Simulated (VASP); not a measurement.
# TiAl3 (I4/mmm) in VASP: relaxation of cell and atoms with PBEsol

Aim: the relaxation of cell and atoms of TiAl3 with PBEsol.

Everything below comes from runs of VASP 6.6.1. Logs are shortened: lines on timing, memory, paths and dates and some standing lists are left out, and cuts for length are marked.

## 1. The cell of the first run

The structure is tetragonal, space group I4/mmm (No. 139). Conventional cell: a = 3.845 Å, b = 3.845 Å, c = 8.623 Å, α = 90.00°, β = 90.00°, γ = 90.00°. Ti (site symmetry 4/mmm) has 12 Al at 2.72 to 2.89 Å within 3.6 Å. Al (site symmetry 4/mmm) has 4 Ti at 2.72 Å and 8 Al at 2.89 Å within 3.6 Å. Within 3.6 Å of Al (site symmetry -4m2) lie 8 Al at 2.72 to 2.89 Å and 4 Ti at 2.89 Å.

## 2. Relaxation of cell and atoms, PBEsol

File INCAR:

```
SYSTEM = TiAl3
PREC = Accurate
ENCUT = 600
EDIFF = 1E-6
ISMEAR = 0
SIGMA = 0.1
LREAL = .False.
LASPH = .True.
NELM = 100
ALGO = Normal
ISIF = 3
LWAVE = .False.
LCHARG = .False.
GGA = PS
IBRION = 2
NSW = 70
EDIFFG = -0.005
```

File KPOINTS:

```
regular mesh
0
Gamma
  16 16 16
  0 0 0
```

File POSCAR:

```
TiAl3
1.0
   -1.9226734293      1.9226734293      4.3114047963
    1.9226734293     -1.9226734293      4.3114047963
    1.9226734293      1.9226734293     -4.3114047963
Ti Al
1 3
Direct
    0.0000000000      0.0000000000      0.0000000000
    0.5000000000      0.5000000000      0.0000000000
    0.7500000000      0.2500000000      0.5000000000
    0.2500000000      0.7500000000      0.5000000000
```

Potentials or basis: VASP PAW PBE potentials, release 64 (Ti_sv, Al).

The run is started by

```
$ cat potpaw_PBE.64/Ti_sv/POTCAR potpaw_PBE.64/Al/POTCAR > POTCAR
$ mpirun -np 1 vasp_std > vasp.out
```

OUTCAR:

```text
SYSTEM = TiAl3
   PREC = Accurate
   ENCUT = 600
   EDIFF = 1E-6
   ISMEAR = 0
   LREAL = .False.
   LASPH = .True.
   NELM = 100
   ISIF = 3
   GGA = PS
   IBRION = 2
   NSW = 70
   EDIFFG = -0.005

 ion  position               nearest neighbor table
   1  0.000  0.000  0.000-   2 2.72   2 2.72   2 2.72   2 2.72   4 2.89   3 2.89   4 2.89   4 2.89
                             3 2.89   3 2.89   4 2.89   3 2.89
   2  0.500  0.500  0.000-   1 2.72   1 2.72   1 2.72   1 2.72   4 2.89   3 2.89   4 2.89   3 2.89
                             4 2.89   4 2.89   3 2.89   3 2.89
   3  0.750  0.250  0.500-   4 2.72   4 2.72   4 2.72   4 2.72   2 2.89   1 2.89   2 2.89   1 2.89
                             2 2.89   2 2.89   1 2.89   1 2.89
   4  0.250  0.750  0.500-   3 2.72   3 2.72   3 2.72   3 2.72   2 2.89   1 2.89   2 2.89   2 2.89
                             1 2.89   1 2.89   2 2.89   1 2.89

  LATTYP: Found a body centered tetragonal cell.
 ALAT       =     3.8453468586
 C/A-ratio  =     2.2424009874

  Lattice vectors:

 A1 = (  -1.9226734293,   1.9226734293,   4.3114047963)
 A2 = (   1.9226734293,  -1.9226734293,   4.3114047963)
 A3 = (   1.9226734293,   1.9226734293,  -4.3114047963)

Analysis of symmetry for initial positions (statically):
=====================================================================
 Subroutine PRICEL returns:
 Original cell was already a primitive cell.

 Routine SETGRP: Setting up the symmetry group for a
 body centered tetragonal supercell.

 Subroutine GETGRP returns: Found 16 space group operations
 (whereof 16 operations were pure point group operations)
 out of a pool of 16 trial point group operations.

The static configuration has the point symmetry D_4h.

Analysis of symmetry for dynamics (positions and initial velocities):
=====================================================================
 Subroutine PRICEL returns:
 Original cell was already a primitive cell.

 Routine SETGRP: Setting up the symmetry group for a
 body centered tetragonal supercell.

 Subroutine GETGRP returns: Found 16 space group operations
 (whereof 16 operations were pure point group operations)
 out of a pool of 16 trial point group operations.

The dynamic configuration has the point symmetry D_4h.

 Subroutine INISYM returns: Found 16 space group operations
 (whereof 16 operations are pure point group operations),
 and found     1 'primitive' translations

----------------------------------------------------------------------------------------

                                     Primitive cell

  volume of cell :      63.7514

  direct lattice vectors                    reciprocal lattice vectors
    -1.922673429  1.922673429  4.311404796     0.000000000  0.260054564  0.115971481
     1.922673429 -1.922673429  4.311404796     0.260054564  0.000000000  0.115971481
     1.922673429  1.922673429 -4.311404796     0.260054564  0.260054564  0.000000000

  length of vectors
     5.097210762  5.097210762  5.097210762     0.284741568  0.284741568  0.367772691

  position of ions in fractional coordinates (direct lattice)
     0.000000000  0.000000000  0.000000000
     0.500000000  0.500000000  0.000000000
     0.750000000  0.250000000  0.500000000
     0.250000000  0.750000000  0.500000000

  ion indices of the primitive-cell ions
   primitive index   ion index
                 1           1
                 2           2
                 3           3
                 4           4

----------------------------------------------------------------------------------------

 KPOINTS: regular mesh

Automatic generation of k-mesh.
 Grid dimensions read from file:
 generate k-points for:   16   16   16

 Generating k-lattice:

  Cartesian coordinates                     Fractional coordinates (reciprocal lattice)
     0.000000000  0.016253410  0.007248218     0.062500000  0.000000000 -0.000000000
     0.016253410  0.000000000  0.007248218     0.000000000  0.062500000 -0.000000000
     0.016253410  0.016253410  0.000000000     0.000000000  0.000000000  0.062500000

  Length of vectors
     0.017796348  0.017796348  0.022985793

  Shift w.r.t. Gamma in fractional coordinates (k-lattice)
     0.000000000  0.000000000  0.000000000

 Subroutine IBZKPT returns following result:
 ===========================================

 Found    349 irreducible k-points:

 Following reciprocal coordinates:
            Coordinates               Weight
  0.000000  0.000000  0.000000      1.000000
  0.062500  0.000000  0.000000      8.000000
  0.125000  0.000000  0.000000      8.000000
  0.187500  0.000000  0.000000      8.000000
  0.250000  0.000000  0.000000      8.000000
  0.312500  0.000000  0.000000      8.000000
[... 16 lines left out ...]
 -0.125000  0.062500  0.000000     16.000000
 -0.062500  0.062500  0.000000      4.000000
 [... further k-points ...]
   k-points           NKPTS =    349   k-points in BZ     NKDIM =    349   number of bands    NBANDS=     14
   number of dos      NEDOS =    301   number of ions     NIONS =      4
   total plane-waves  NPLWV =  74088
   dimension x,y,z NGX =    42 NGY =   42 NGZ =   42
   dimension x,y,z NGXF=    84 NGYF=   84 NGZF=   84
   ions per type =               1   3
   NGX,Y,Z   is equivalent  to a cutoff of  13.70, 13.70, 13.70 a.u.
   NGXF,Y,Z  is equivalent  to a cutoff of  27.40, 27.40, 27.40 a.u.
 SYSTEM =  TiAl3
   PREC   = accura    normal or accurate (medium, high low for compatibility)
   ISTART =      0    job   : 0-new  1-cont  2-samecut
   ICHARG =      2    charge: 1-file 2-atom 10-const
   ISPIN  =      1    spin polarized calculation?
   LNONCOLLINEAR =      F non collinear calculations
   LSORBIT =      F    spin-orbit coupling
   LASPH  =      T    aspherical Exc in radial PAW
   ENCUT  =  600.0 eV  44.10 Ry    6.64 a.u.  10.18 10.18 10.18*2*pi/ulx,y,z
   NELM   =    100;   NELMIN=  2; NELMDL= -5     # of ELM steps
   EDIFF  = 0.1E-05   stopping-criterion for ELM
   LREAL  =      F    real-space projection
   EDIFFG = -.5E-02   stopping-criterion for IOM
   NSW    =     70    number of steps for IOM
   IBRION =      2    ionic relax: 0-MD 1-quasi-New 2-CG
   NFREE  =      1    steps in history (QN), initial steepest desc. (CG)
   ISIF   =      3    stress and relaxation
   ISYM   =      2    0-nonsym 1-usesym 2-fastsym
   POTIM  = 0.5000    time-step for ionic-motion
   TEBEG  =    0.0;   TEEND  =   0.0 temperature during run
   PSTRESS=    0.0 pullay stress
   NELECT =      21.0000    total number of electrons
   NUPDOWN=      -1.0000    fix difference up-down
   EMIN   =  10.00;   EMAX   =-10.00  energy-range for DOS
   EFERMI =   0.00;   METHOD = LEGACY
   ISMEAR =     0;   SIGMA  =   0.10  broadening in eV -4-tet -1-fermi 0-gaus
   EFERMI_NEDOS =   21; number of points for ismear=-14 and -15
   IALGO  =     38    algorithm
   IMIX   =      4    mixing-type and parameters
     AMIX     =   0.40;   BMIX     =  1.00
     AMIX_MAG =   1.60;   BMIX_MAG =  1.00
  volume/ion in A,a.u.               =      15.94       107.55
  Fermi-wavevector in a.u.,A,eV,Ry     =   1.130623  2.136568 17.392455  1.278309
  Thomas-Fermi vector in A             =   2.267320
   LORBIT       =      0    0 simple, 1 ext, 2 COOP (PROOUT), +10 PAW based schemes
   GGA     = PS    functional components
   LHFCALC =     F    Hartree Fock is set to
   AEXX    =    0.0000 exact exchange contribution
   IVDW    =     0    specifies the selected vdW correction
   LEPSILON=     F    determine dielectric tensor
   LRPA    =     F    only Hartree local field effects (RPA)
 conjugate gradient relaxation of ions
 non-spin polarized calculation
 Gauss-broadening in eV      SIGMA  =   0.10
  energy-cutoff  :      600.00
  volume of cell :       63.75
 maximum number of plane-waves:      2153
 NGX is ok and might be reduce to    42
   NGX = 21   NGY = 21   NGZ = 21

--------------------------------------- Ionic step        1  -------------------------------------------

 number of electron      21.0000000 magnetization

 Free energy of the ion-electron system (eV)
  ---------------------------------------------------
  ext. energy  EPLUGINS =         0.00000000
  ---------------------------------------------------
  free energy    TOTEN  =       -22.22209780 eV

  energy without entropy =      -22.21335391  energy(sigma->0) =      -22.21772586

------------------------ aborting loop because EDIFF is reached ----------------------------------------

  FORCE on cell =-STRESS in cart. coord.  units (eV):
  Direction    XX          YY          ZZ          XY          YZ          ZX
  --------------------------------------------------------------------------------------
  -------------------------------------------------------------------------------------
  Total       -0.9703139     -0.9703139     -0.9576584      0.0000000      0.0000000      0.0000000
  in kB      -24.3855744    -24.3855744    -24.0675215      0.0000000      0.0000000      0.0000000
  external PRESSURE =     -24.2795568 kB  Pullay stress =       0.0000000 kB
[... 251 lines left out ...]
  energy  without entropy=      -22.2245435903  energy(sigma->0) =      -22.22883760

--------------------------------------- Ionic step        8  -------------------------------------------

 number of electron      21.0000001 magnetization

 Free energy of the ion-electron system (eV)
  ---------------------------------------------------
  ext. energy  EPLUGINS =         0.00000000
  ---------------------------------------------------
  free energy    TOTEN  =       -22.23313383 eV

  energy without entropy =      -22.22455069  energy(sigma->0) =      -22.22884226

 E-fermi :   8.3206     XC(G=0): -10.8901

 val. band max:        8.3181831137   @ k =  -0.0625   0.1250   0.0625
 cond. band min:       8.3279175465   @ k =  -0.1250   0.3750   0.0625
 fundamental gap:      0.0097344328
 Fermi energy:         8.3206027600

 k-point     1 :       0.0000    0.0000    0.0000
  band No.  band energies     occupation
      1     -47.8771      2.00000
      2     -24.2993      2.00000
      3     -24.2993      2.00000
      4     -24.2186      2.00000
      5      -1.8136      2.00000
      6       5.4477      2.00000
      7       5.6854      2.00000
      8       6.8849      2.00000
      9       7.0861      2.00000
     10       7.0861      2.00000
     11       9.1627      0.00000
     12      10.0832      0.00000
     13      10.0832      0.00000
     14      10.5469      0.00000
[... 375 lines left out ...]
 k-point    24 :      -0.0625    0.0625    0.0000
  band No.  band energies     occupation
      1     -47.8770      2.00000
      2     -24.3004      2.00000
      3     -24.3002      2.00000
      4     -24.2185      2.00000
      5      -1.7316      2.00000
      6       5.5174      2.00000
      7       5.6342      2.00000
      8       6.7972      2.00000
      9       6.8325      2.00000
     10       7.0855      2.00000
     11       8.7797      0.00000
     12      10.1715      0.00000
     13      10.2072      0.00000
     14      10.4068      0.00000

 [... further k-points ...]
[... 5 lines left out ...]
  --------------------------------------------------------------------------------------
  -------------------------------------------------------------------------------------
  Total       -0.0173079     -0.0173079      0.0014580      0.0000000      0.0000000      0.0000000
  in kB       -0.4447741     -0.4447741      0.0374678      0.0000000      0.0000000      0.0000000
  external PRESSURE =      -0.2840268 kB  Pullay stress =       0.0000000 kB
[... 19 lines left out ...]
  FREE ENERGIE OF THE ION-ELECTRON SYSTEM (eV)
  ---------------------------------------------------
  free  energy   TOTEN  =       -22.2331338292 eV

  energy  without entropy=      -22.2245506885  energy(sigma->0) =      -22.22884226

 reached required accuracy - stopping structural energy minimisation
```

Wall time 24 min (1 thread of Intel Xeon Platinum 8488C (Sapphire Rapids), shared host); peak memory 0.58 GiB.

Results:

```
Free energy                            : -22.2331 eV
Relaxed volume                         : 15.59 Å³/atom
Relaxed cell                           : a = 5.058 Å, b = 5.058 Å, c = 5.058 Å, α = 135.66°, β = 135.66°, γ = 64.51°
Space group after relaxing (to 0.05 Å) : I4/mmm (No. 139)
Energy gained by relaxing              : 2.8 meV/atom
Ionic steps                            : 8
Pressure after relaxing                : 0.0 GPa
```

The path:
```csv
step,energy change (eV),largest force (eV/Å),pressure (GPa),volume (Å³)
1,0.0000,0.0000,-2.43,63.75
2,-0.0077,0.0000,1.42,61.55
3,-0.0110,0.0000,0.02,62.32
4,-0.0110,0.0000,-0.03,62.35
5,-0.0110,0.0000,-0.05,62.35
6,-0.0110,0.0000,-0.04,62.35
7,-0.0110,0.0000,-0.05,62.35
8,-0.0110,0.0000,-0.03,62.35
```

Final structure:
```
Ti Al
1.0
    -1.90882    1.90882    4.27782
     1.90882   -1.90882    4.27782
     1.90882    1.90882   -4.27782
Ti Al
1 3
Direct
  0.00000 0.00000 0.00000
  0.50000 0.50000 0.00000
  0.75000 0.25000 0.50000
  0.25000 0.75000 0.50000
```

Caveat: the PAW data sets were made with another functional, which shifts forces and pressure a little.
